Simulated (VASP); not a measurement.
Wanted: the native input for a VASP 6.6.1 run.

| Quantity | Value |
| --- | --- |
| Task | single point |
| Functional | PBE |
| Potentials or basis | VASP PAW PBE potentials, release 64 (Li_sv) |
| Cutoff | 520 eV |
| k mesh | 16 × 16 × 16 |
| Occupations | gaussian, width 0.05 eV |
| Spin | no spin polarisation |
| Dipole correction | no |
| Further INCAR settings | ALGO = Normal; EDIFF = 1e-06; NBANDS = 8 |

The structure of Li lies in POSCAR:

```
Li
1.0
    0.0000000000      2.2020000000      2.2020000000
    2.2020000000      0.0000000000      2.2020000000
    2.2020000000      2.2020000000      0.0000000000
Li
1
Direct
    0.0000000000      0.0000000000      0.0000000000
```

The input as run:

INCAR

```
PREC     = Accurate       # precision mode
ENCUT    = 520            # plane-wave cutoff, eV
EDIFF    = 1E-6           # SCF threshold, eV
ISMEAR   = 0              # smearing method
SIGMA    = 0.05           # smearing width, eV
LREAL    = False          # projectors in reciprocal space
LASPH    = True           # aspherical terms in the spheres
NELM     = 80             # most SCF steps
ALGO     = Normal         # electronic algorithm
ISIF     = 2              # what is computed and relaxed
LWAVE    = False          # write WAVECAR
LCHARG   = False          # write CHGCAR
GGA      = PE             # functional
NBANDS   = 8              # bands
```

KPOINTS

```
Automatic mesh
0
Gamma
  16 16 16
```

Potentials or basis: VASP PAW PBE potentials, release 64 (Li_sv).

Run with:

```console
$ cat potpaw_PBE.64/Li_sv/POTCAR > POTCAR
$ mpirun -np 1 vasp_std > vasp.out
```

Run time: 9 s on 1 thread of Intel(R) Xeon(R) Platinum 8259CL CPU @ 2.50GHz (Skylake/Cascade Lake), on a shared host, peak memory 0.13 GiB.
